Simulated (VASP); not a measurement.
**LiCl: single point with PBE**

The system is LiCl.

```
Li Cl
1.0
     0.00000    2.84685    2.84685
     2.84685    0.00000    2.84685
     2.84685    2.84685    0.00000
Li Cl
1 1
Direct
  0.00000 0.00000 0.00000
  0.25000 0.25000 0.25000
```

This cell differs from its parent crystal: volume scaled by 1.10.

```yaml
Program: VASP 6.6.1
Task: single point
Functional: PBE
Potentials_or_basis: VASP PAW PBE potentials, release 64 (Li_sv, Cl)
Cutoff: 520 eV
k_mesh: 8 × 8 × 8
Occupations: gaussian, width 0.02 eV
Spin: no spin polarisation
Dipole_correction: no
Further_INCAR_settings: ALGO = Normal; EDIFF = 1e-06; NBANDS = 12
```

The band gap on the k mesh is 5.65 eV, direct.

Levels at points of the mesh, in eV from the valence-band top:
```tsv
k point	band 2	band 3	band 4	band 5	band 6	band 7	band 8	band 9
(0.00, 0.00, 0.00)	-12.49	0.00	0.00	0.00	5.65	10.00	10.00	10.00
(0.50, 0.00, 0.00)	-12.27	-1.68	-0.24	-0.24	8.00	10.08	10.17	10.17
(0.50, 0.50, 0.00)	-12.21	-1.37	-0.68	-0.68	6.68	9.51	12.38	13.08
```

It took 14 s on 1 thread of AMD EPYC 7R43 64-Core Processor (Zen 3), with other jobs on the host, peak memory 0.13 GiB.

 A k mesh can miss the band edges.
